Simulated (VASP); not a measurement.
Runs of VASP 6.6.1 on AlCu (rocksalt type). The structure is that of space group Fm-3m (No. 225), or close to it. The cells are those of the table. 

```tsv
task	cell	cutoff (eV)	gap on the mesh (eV)	pressure (GPa)
relaxation of cell and atoms	relaxed from a = 3.562 Å, angles 60.0°, 2 atoms	600	none	0.0
single point	a = 2.894 Å, angles 60.0°, 2 atoms	520	none	192.0
single point	a = 3.385 Å, angles 60.0°, 2 atoms	520	none	(a)
single point	a = 3.044 Å, angles 60.0°, 2 atoms	520	none	103.8
single point	a = 3.532 Å, angles 60.0°, 2 atoms	520	none	0.0
single point	a = 3.279 Å, angles 60.0°, 2 atoms	520	none	31.9
single point	a = 3.460 Å, angles 60.0°, 2 atoms	520	none	6.2
single point	a = 3.166 Å, angles 60.0°, 2 atoms	520	none	(b)
```

Alike in all rows: level r2SCAN; potentials or basis VASP PAW PBE potentials, release 64 (Cu, Al); no spin polarisation; k mesh 13 × 13 × 13; smearing fermi-dirac 0.08 eV.

Fill in the values left out.

(a) 14.7; (b) 59.2.

Caveats: the PAW data sets were made with another functional, which shifts forces and pressure a little; the cell stands under pressure (at least some runs).

A gap of «none» marks levels without a gap at the run's occupations.
